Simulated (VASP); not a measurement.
**SiC (Moissanite 3C): single point with r2SCAN+rVV10**

**Experimental background.**

From “Insight into the structural, elastic and electronic properties of a new orthorhombic 6O-SiC polytype”, 2020, pmc:7200658, for a bulk crystal of SiC: band gap 2.4 eV (indirect).

The system is SiC (Moissanite 3C).

```
Si C
1.0
     0.00000    2.17900    2.17900
     2.17900    0.00000    2.17900
     2.17900    2.17900    0.00000
Si C
1 1
Direct
  0.00000 0.00000 0.00000
  0.75000 0.75000 0.75000
```

```yaml
Program: VASP 6.6.1
Task: single point
Functional: r2SCAN
Dispersion: rVV10
Potentials_or_basis: VASP PAW PBE potentials, release 64 (Si, C)
Cutoff: 660 eV
k_mesh: 10 × 10 × 10
Occupations: fermi-dirac, width 0.05 eV
Spin: no spin polarisation
Dipole_correction: no
Further_INCAR_settings: ALGO = Normal; EDIFF = 1e-06; NBANDS = 11
```

The pressure is -1.2 GPa and the band gap on the k mesh is 1.69 eV, indirect (least direct gap 5.03 eV).

Levels at points of the mesh, in eV from the valence-band top:
```csv
k point,band 1,band 2,band 3,band 4,band 5,band 6,band 7,band 8,band 9
"(0.00, 0.00, 0.00)",-16.19,0.00,0.00,0.00,6.81,7.84,7.84,7.84,15.20
"(0.50, 0.00, 0.00)",-12.56,-8.83,-1.11,-1.11,5.97,7.73,7.73,10.92,17.36
"(0.50, 0.50, 0.00)",-11.09,-8.06,-3.34,-3.34,1.69,4.79,15.12,15.12,15.97
```

Wall time 63 s on 1 thread of Intel Xeon 6975P-C, on a shared host, peak memory 0.26 GiB.

Measured gap of SiC: 2.4 eV (indirect; quoted in “Insight into the structural, elastic and electronic properties of a new orthorhombic 6O-SiC polytype”, 2020, pmc:7200658). This calculation gives 1.69 eV (-0.71 eV). The value is that of r2SCAN+rVV10 on a finite k mesh, which can miss the band edges, without temperature or zero-point motion.

Caveat: the PAW data sets were made with another functional, which shifts forces and pressure a little.
